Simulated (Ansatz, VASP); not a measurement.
Two plane-wave programs on PbO

```
CELL_PARAMETERS angstrom
3.97440 0.00000 0.00000
0.00000 3.97440 0.00000
0.00000 0.00000 5.02200
ATOMIC_POSITIONS crystal
Pb 0.00000 0.50000 0.23510
Pb 0.50000 0.00000 0.76490
O 0.00000 0.00000 0.00000
O 0.50000 0.50000 0.00000
```

Alike in both runs: task single point; functional PBEsol; k mesh 8 × 8 × 6; occupations gaussian, width 0.05 eV; no spin polarisation.

|  | VASP | Ansatz |
| --- | --- | --- |
| version | VASP 6.6.1 | Ansatz 0.2.0 |
| potentials or method | VASP PAW PBE potentials, release 64 (Pb_d, O), cutoff 520 eV | scalar-relativistic, plane waves, PAW |
| valence electrons in the cell | 40 | 40 |

```tsv
	VASP	Ansatz	Ansatz less VASP
gap on the k mesh at the Fermi level (eV)	1.18	1.18	-0.006
least direct gap on the mesh (eV)	2.23	2.25	+0.016
pressure (GPa)	1.0	0.9	-0.09
traceless stress, the component that is largest in VASP (GPa)	-0.10	-0.08	+0.016
rms of the force components (eV/Å)	0.066	0.048	-0.0185
```

VASP's potentials were made for PBE, not for PBEsol. Atom by atom the forces differ by 0.018 eV/Å (rms over components).

Spin-orbit coupling is off throughout.
